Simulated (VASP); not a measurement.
# WF2 (P4_2/mnm) in VASP: single point with PBEsol+U

Aim: the single point of WF2 with PBEsol+U.

Everything below comes from runs of VASP 6.6.1. Logs are shortened: lines on timing, memory, paths and dates and some standing lists are left out, and cuts for length are marked.

## (1) The cell of the first run

The structure is tetragonal, space group P4_2/mnm (No. 136). Conventional cell: a = 5.438 Å, b = 5.438 Å, c = 2.633 Å, α = 90.00°, β = 90.00°, γ = 90.00°. Within 2.8 Å of W (site symmetry mmm) lie 6 F at 2.14 to 2.15 Å and 2 W at 2.63 Å. Within 2.8 Å of F (site symmetry m2m) lie 3 W at 2.14 to 2.15 Å and 2 F at 2.63 Å.

## (2) Single point, PBEsol+U

Contents of INCAR:

```
SYSTEM = WF2
PREC = Accurate
ENCUT = 520
EDIFF = 1E-6
ISMEAR = 0
SIGMA = 0.05
LREAL = .FALSE.
LASPH = .TRUE.
NELM = 150
ALGO = Normal
ISIF = 2
LWAVE = .FALSE.
LCHARG = .FALSE.
LMAXMIX = 4
LDAU = .TRUE.
LDAUTYPE = 2
LDAUL = 2 -1
LDAUU = 4 0
LDAUJ = 0 0
LDAUPRINT = 1
GGA = PS
NBANDS = 37
```

Contents of KPOINTS:

```
regular mesh
0
G
  8 8 14
  0 0 0
```

Contents of POSCAR:

```
WF2
1.0
    5.4382448701      0.0000000000      0.0000000000
    0.0000000000      5.4382448701      0.0000000000
    0.0000000000      0.0000000000      2.6333749419
W F
2 4
Direct
    0.0000000000      0.0000000000      0.0000000000
    0.5000000000      0.5000000000      0.5000000000
    0.2783836547      0.2783836547      0.0000000000
    0.7216163453      0.7216163453      0.0000000000
    0.7783836547      0.2216163453      0.5000000000
    0.2216163453      0.7783836547      0.5000000000
```

Potentials or basis: VASP PAW PBE potentials, release 64 (W_sv, F).

Run with:

```bash
cat potpaw_PBE.64/W_sv/POTCAR potpaw_PBE.64/F/POTCAR > POTCAR
mpirun -np 1 vasp_std > vasp.out
```

OUTCAR:

```text
SYSTEM = WF2
   PREC = Accurate
   ENCUT = 520
   EDIFF = 1E-6
   ISMEAR = 0
   LREAL = .FALSE.
   LASPH = .TRUE.
   NELM = 150
   ISIF = 2
   GGA = PS

 ion  position               nearest neighbor table
   1  0.000  0.000  0.000-   3 2.14   4 2.14   5 2.15   6 2.15   5 2.15   6 2.15
   2  0.500  0.500  0.500-   5 2.14   6 2.14   3 2.15   4 2.15   3 2.15   4 2.15
   3  0.278  0.278  0.000-   1 2.14   2 2.15   2 2.15
   4  0.722  0.722  0.000-   1 2.14   2 2.15   2 2.15
   5  0.778  0.222  0.500-   2 2.14   1 2.15   1 2.15
   6  0.222  0.778  0.500-   2 2.14   1 2.15   1 2.15

  LATTYP: Found a simple tetragonal cell.
 ALAT       =     5.4382448701
 C/A-ratio  =     0.4842325060

  Lattice vectors:

 A1 = (   5.4382448701,   0.0000000000,   0.0000000000)
 A2 = (   0.0000000000,   5.4382448701,   0.0000000000)
 A3 = (   0.0000000000,   0.0000000000,   2.6333749419)

Analysis of symmetry for initial positions (statically):
=====================================================================
 Subroutine PRICEL returns:
 Original cell was already a primitive cell.

 Routine SETGRP: Setting up the symmetry group for a
 simple tetragonal supercell.

 Subroutine GETGRP returns: Found 16 space group operations
 (whereof  8 operations were pure point group operations)
 out of a pool of 16 trial point group operations.

The static configuration has the point symmetry D_2h.
 The point group associated with its full space group is D_4h.

Analysis of symmetry for dynamics (positions and initial velocities):
=====================================================================
 Subroutine PRICEL returns:
 Original cell was already a primitive cell.

 Routine SETGRP: Setting up the symmetry group for a
 simple tetragonal supercell.

 Subroutine GETGRP returns: Found 16 space group operations
 (whereof  8 operations were pure point group operations)
 out of a pool of 16 trial point group operations.

The dynamic configuration has the point symmetry D_2h.
 The point group associated with its full space group is D_4h.

 Subroutine INISYM returns: Found 16 space group operations
 (whereof  8 operations are pure point group operations),
 and found     1 'primitive' translations

----------------------------------------------------------------------------------------

                                     Primitive cell

  volume of cell :      77.8808

  direct lattice vectors                    reciprocal lattice vectors
     5.438244870  0.000000000  0.000000000     0.183882856  0.000000000  0.000000000
     0.000000000  5.438244870  0.000000000     0.000000000  0.183882856  0.000000000
     0.000000000  0.000000000  2.633374942     0.000000000  0.000000000  0.379740835

  length of vectors
     5.438244870  5.438244870  2.633374942     0.183882856  0.183882856  0.379740835

  position of ions in fractional coordinates (direct lattice)
     0.000000000  0.000000000  0.000000000
     0.500000000  0.500000000  0.500000000
     0.278383655  0.278383655  0.000000000
     0.721616345  0.721616345  0.000000000
     0.778383655  0.221616345  0.500000000
     0.221616345  0.778383655  0.500000000

  ion indices of the primitive-cell ions
   primitive index   ion index
                 1           1
                 2           2
                 3           3
                 4           4
                 5           5
                 6           6
[... 105 lines left out ...]
   LEPSILON=     F    determine dielectric tensor
   LRPA    =     F    only Hartree local field effects (RPA)
 non-spin polarized calculation
 Gauss-broadening in eV      SIGMA  =   0.05
  energy-cutoff  :      520.00
  volume of cell :       77.88
 maximum number of plane-waves:      2130
   NGX = 21   NGY = 21   NGZ =  9

atom =   1  type =  1  l = 2

 onsite density matrix

spin component  1

  0.1341  0.0000  0.0838  0.0000  0.0000
  0.0000  0.2512  0.0000  0.1398  0.0000
  0.0838  0.0000  0.4412  0.0000  0.0000
  0.0000  0.1398  0.0000  0.2512  0.0000
  0.0000  0.0000  0.0000  0.0000  0.7067

spin component  2

  0.1341  0.0000  0.0838  0.0000  0.0000
  0.0000  0.2512  0.0000  0.1398  0.0000
  0.0838  0.0000  0.4412  0.0000  0.0000
  0.0000  0.1398  0.0000  0.2512  0.0000
  0.0000  0.0000  0.0000  0.0000  0.7067

 occupancies and eigenvectors

  o =  0.1114  v =  0.0000  0.7071  0.0000 -0.7071  0.0000  0.0000  0.0000  0.0000  0.0000  0.0000      0.0000  0.0000  0.0000  0.0000  0.0000  0.0000  0.0000  0.0000  0.0000  0.0000
  o =  0.1114  v =  0.0000  0.0000  0.0000  0.0000  0.0000  0.0000  0.7071  0.0000 -0.7071  0.0000      0.0000  0.0000  0.0000  0.0000  0.0000  0.0000  0.0000  0.0000  0.0000  0.0000
  o =  0.1127  v =  0.0000  0.0000  0.0000  0.0000  0.0000 -0.9689  0.0000  0.2473  0.0000  0.0000      0.0000  0.0000  0.0000  0.0000  0.0000  0.0000  0.0000  0.0000  0.0000  0.0000
  o =  0.1127  v = -0.9689  0.0000  0.2473  0.0000  0.0000  0.0000  0.0000  0.0000  0.0000  0.0000      0.0000  0.0000  0.0000  0.0000  0.0000  0.0000  0.0000  0.0000  0.0000  0.0000
  o =  0.3909  v =  0.0000  0.0000  0.0000  0.0000  0.0000  0.0000 -0.7071  0.0000 -0.7071 -0.0000      0.0000  0.0000  0.0000  0.0000  0.0000  0.0000  0.0000  0.0000  0.0000  0.0000
  o =  0.3909  v =  0.0000 -0.7071  0.0000 -0.7071 -0.0000  0.0000  0.0000  0.0000  0.0000  0.0000      0.0000  0.0000  0.0000  0.0000  0.0000  0.0000  0.0000  0.0000  0.0000  0.0000
  o =  0.4626  v = -0.2473  0.0000 -0.9689  0.0000 -0.0000  0.0000  0.0000  0.0000  0.0000  0.0000      0.0000  0.0000  0.0000  0.0000  0.0000  0.0000  0.0000  0.0000  0.0000  0.0000
  o =  0.4626  v =  0.0000  0.0000  0.0000  0.0000  0.0000 -0.2473  0.0000 -0.9689  0.0000 -0.0000      0.0000  0.0000  0.0000  0.0000  0.0000  0.0000  0.0000  0.0000  0.0000  0.0000
  o =  0.7067  v =  0.0000 -0.0000 -0.0000  0.0000  1.0000  0.0000  0.0000  0.0000  0.0000  0.0000      0.0000  0.0000  0.0000  0.0000  0.0000  0.0000  0.0000  0.0000  0.0000  0.0000
  o =  0.7067  v =  0.0000  0.0000  0.0000  0.0000  0.0000  0.0000 -0.0000 -0.0000  0.0000  1.0000      0.0000  0.0000  0.0000  0.0000  0.0000  0.0000  0.0000  0.0000  0.0000  0.0000

atom =   2  type =  1  l = 2

 onsite density matrix

spin component  1

  0.1341  0.0000 -0.0838  0.0000  0.0000
  0.0000  0.2512  0.0000 -0.1398  0.0000
 -0.0838  0.0000  0.4412  0.0000 -0.0000
  0.0000 -0.1398  0.0000  0.2512  0.0000
  0.0000  0.0000 -0.0000  0.0000  0.7067

spin component  2

  0.1341  0.0000 -0.0838  0.0000  0.0000
  0.0000  0.2512  0.0000 -0.1398  0.0000
 -0.0838  0.0000  0.4412  0.0000 -0.0000
  0.0000 -0.1398  0.0000  0.2512  0.0000
  0.0000  0.0000 -0.0000  0.0000  0.7067

 occupancies and eigenvectors

  o =  0.1114  v =  0.0000 -0.7071  0.0000 -0.7071 -0.0000  0.0000  0.0000  0.0000  0.0000  0.0000      0.0000  0.0000  0.0000  0.0000  0.0000  0.0000  0.0000  0.0000  0.0000  0.0000
  o =  0.1114  v =  0.0000  0.0000  0.0000  0.0000  0.0000  0.0000 -0.7071  0.0000 -0.7071 -0.0000      0.0000  0.0000  0.0000  0.0000  0.0000  0.0000  0.0000  0.0000  0.0000  0.0000
  o =  0.1127  v =  0.0000  0.0000  0.0000  0.0000  0.0000 -0.9689  0.0000 -0.2473  0.0000 -0.0000      0.0000  0.0000  0.0000  0.0000  0.0000  0.0000  0.0000  0.0000  0.0000  0.0000
  o =  0.1127  v = -0.9689  0.0000 -0.2473  0.0000 -0.0000  0.0000  0.0000  0.0000  0.0000  0.0000      0.0000  0.0000  0.0000  0.0000  0.0000  0.0000  0.0000  0.0000  0.0000  0.0000
  o =  0.3909  v =  0.0000  0.0000  0.0000  0.0000  0.0000  0.0000  0.7071  0.0000 -0.7071  0.0000      0.0000  0.0000  0.0000  0.0000  0.0000  0.0000  0.0000  0.0000  0.0000  0.0000
  o =  0.3909  v =  0.0000  0.7071  0.0000 -0.7071  0.0000  0.0000  0.0000  0.0000  0.0000  0.0000      0.0000  0.0000  0.0000  0.0000  0.0000  0.0000  0.0000  0.0000  0.0000  0.0000
  o =  0.4626  v = -0.2473 -0.0000  0.9689  0.0000  0.0000  0.0000  0.0000  0.0000  0.0000  0.0000      0.0000  0.0000  0.0000  0.0000  0.0000  0.0000  0.0000  0.0000  0.0000  0.0000
  o =  0.4626  v =  0.0000  0.0000  0.0000  0.0000  0.0000 -0.2473 -0.0000  0.9689  0.0000  0.0000      0.0000  0.0000  0.0000  0.0000  0.0000  0.0000  0.0000  0.0000  0.0000  0.0000
  o =  0.7067  v =  0.0000 -0.0000 -0.0000  0.0000  1.0000  0.0000  0.0000  0.0000  0.0000  0.0000      0.0000  0.0000  0.0000  0.0000  0.0000  0.0000  0.0000  0.0000  0.0000  0.0000
  o =  0.7067  v =  0.0000  0.0000  0.0000  0.0000  0.0000  0.0000 -0.0000 -0.0000  0.0000  1.0000      0.0000  0.0000  0.0000  0.0000  0.0000  0.0000  0.0000  0.0000  0.0000  0.0000

 number of electron      55.9999987 magnetization

 Free energy of the ion-electron system (eV)
  ---------------------------------------------------
  ext. energy  EPLUGINS =         0.00000000
  ---------------------------------------------------
  free energy    TOTEN  =       -32.97664897 eV

  energy without entropy =      -32.97184192  energy(sigma->0) =      -32.97424544

 E-fermi :   6.5562     XC(G=0): -10.9908

 val. band max:        6.5542029770   @ k =   0.0000   0.0000   0.3571
 cond. band min:       6.5643936695   @ k =   0.3750   0.0000   0.0000
 fundamental gap:      0.0101906925
 Fermi energy:         6.5561756152

 k-point     1 :       0.0000    0.0000    0.0000
  band No.  band energies     occupation
      1     -68.4073      2.00000
      2     -68.4061      2.00000
      3     -32.8335      2.00000
      4     -32.8335      2.00000
      5     -32.5383      2.00000
      6     -32.5383      2.00000
[... 949 lines left out ...]
     36      10.8708      0.00000
     37      12.9882      0.00000

 [... further k-points ...]

------------------------ aborting loop because EDIFF is reached ----------------------------------------

  FORCE on cell =-STRESS in cart. coord.  units (eV):
  Direction    XX          YY          ZZ          XY          YZ          ZX
  --------------------------------------------------------------------------------------
  -------------------------------------------------------------------------------------
  Total        3.3442056      3.3442056      2.9785492     -0.0000000      0.0000000      0.0000000
  in kB       68.7976067     68.7976067     61.2752581     -0.0000000      0.0000000      0.0000000
  external PRESSURE =      66.2901572 kB  Pullay stress =       0.0000000 kB

 VOLUME and BASIS-vectors are now :
 -----------------------------------------------------------------------------
  energy-cutoff  :      520.00
  volume of cell :       77.88
      direct lattice vectors                 reciprocal lattice vectors
     5.438244870  0.000000000  0.000000000     0.183882856  0.000000000  0.000000000
     0.000000000  5.438244870  0.000000000     0.000000000  0.183882856  0.000000000
     0.000000000  0.000000000  2.633374942     0.000000000  0.000000000  0.379740835

 POSITION                                       TOTAL-FORCE (eV/Angst)
 -----------------------------------------------------------------------------------
      0.00000      0.00000      0.00000         0.000000      0.000000      0.000000
      2.71912      2.71912      1.31669         0.000000      0.000000      0.000000
      1.51392      1.51392      0.00000        -0.184551     -0.184551      0.000000
      3.92433      3.92433      0.00000         0.184551      0.184551     -0.000000
      4.23304      1.20520      1.31669        -0.184551      0.184551     -0.000000
      1.20520      4.23304      1.31669         0.184551     -0.184551      0.000000
 -----------------------------------------------------------------------------------
    total drift:                                0.000000     -0.000000     -0.000000

  FREE ENERGIE OF THE ION-ELECTRON SYSTEM (eV)
  ---------------------------------------------------
  free  energy   TOTEN  =       -32.9766489675 eV

  energy  without entropy=      -32.9718419205  energy(sigma->0) =      -32.97424544
```

It took 10 min on 1 thread of AMD EPYC 7R13, shared host; peak memory 0.34 GiB.

What came out:

```yaml
Free_energy: -32.9766 eV
Pressure: 6.6 GPa
Largest_force: 0.261 eV/Å
Band_gap_on_the_k_mesh: zero (bands 28 and 29 overlap by 0.74 eV)
```

Forces on the atoms (eV/Å):
```
W    0.000  0.000  0.000
W    0.000  0.000  0.000
F   -0.185 -0.185  0.000
F    0.185  0.185  0.000
F   -0.185  0.185  0.000
F    0.185 -0.185  0.000
```

Eigenvalues of the final occupation matrices:
| site | spin | trace | eigenvalues |
| --- | --- | --- | --- |
| site 1 d | 1 | 1.78 | 0.11 0.11 0.39 0.46 0.71 |
| site 1 d | 2 | 1.78 | 0.11 0.11 0.39 0.46 0.71 |
| site 2 d | 1 | 1.78 | 0.11 0.11 0.39 0.46 0.71 |
| site 2 d | 2 | 1.78 | 0.11 0.11 0.39 0.46 0.71 |

Caveat: the cell stands under pressure; the PAW data sets were made with another functional, which shifts forces and pressure a little; spin-orbit coupling is left out, which moves the levels of the heavy elements; U without spin polarisation on a metal has little footing.
